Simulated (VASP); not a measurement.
A run of VASP 6.6.1 is set up as follows.

File POSCAR:

```
MgO
1.0
    0.0000000000      2.1021680260      2.1021680260
    2.1021680260      0.0000000000      2.1021680260
    2.1021680260      2.1021680260      0.0000000000
Mg O
1 1
Direct
    0.0000000000      0.0000000000      0.0000000000
    0.5000000000      0.5000000000      0.5000000000
```

File INCAR.step1:

```
SYSTEM = MgO
PREC = Accurate
ENCUT = 520
ISMEAR = 0
SIGMA = 0.01
LREAL = .False.
LASPH = .True.
NELM = 60
NBANDS = 11
GGA = PE
ALGO = Normal
EDIFF = 1E-4
LWAVE = .True.
LCHARG = .False.
```

The input INCAR.step2:

```
SYSTEM = MgO
PREC = Accurate
ENCUT = 520
EDIFF = 1E-7
ISMEAR = 0
SIGMA = 0.01
LREAL = .False.
LASPH = .True.
NELM = 60
ALGO = Normal
ISIF = 2
LWAVE = .False.
LCHARG = .True.
METAGGA = R2SCAN
LMIXTAU = .True.
LELF = .True.
LVHAR = .True.
NBANDS = 11
ISTART = 1
```

The input KPOINTS:

```
Automatic mesh
0
Gamma
  6 6 6
  0 0 0
```

Potentials or basis: VASP PAW PBE potentials, release 64 (Mg, O).

The run is started by

```sh
$ cat potpaw_PBE.64/Mg/POTCAR potpaw_PBE.64/O/POTCAR > POTCAR
$ cp INCAR.step1 INCAR
$ mpirun -np 1 vasp_std > vasp.out
$ cp INCAR.step2 INCAR
$ mpirun -np 1 vasp_std > vasp.out
```

Task: Predict the pressure.

Result: -1.1 GPa.

Task: Predict the band gap on the k mesh.

Result: 5.66 eV.

Caveat: the k points lie up to 0.43 Å⁻¹ apart; the PAW data sets were made with another functional, which shifts forces and pressure a little. r2SCAN opens gaps a little over a GGA but as a rule still falls short of measured ones.
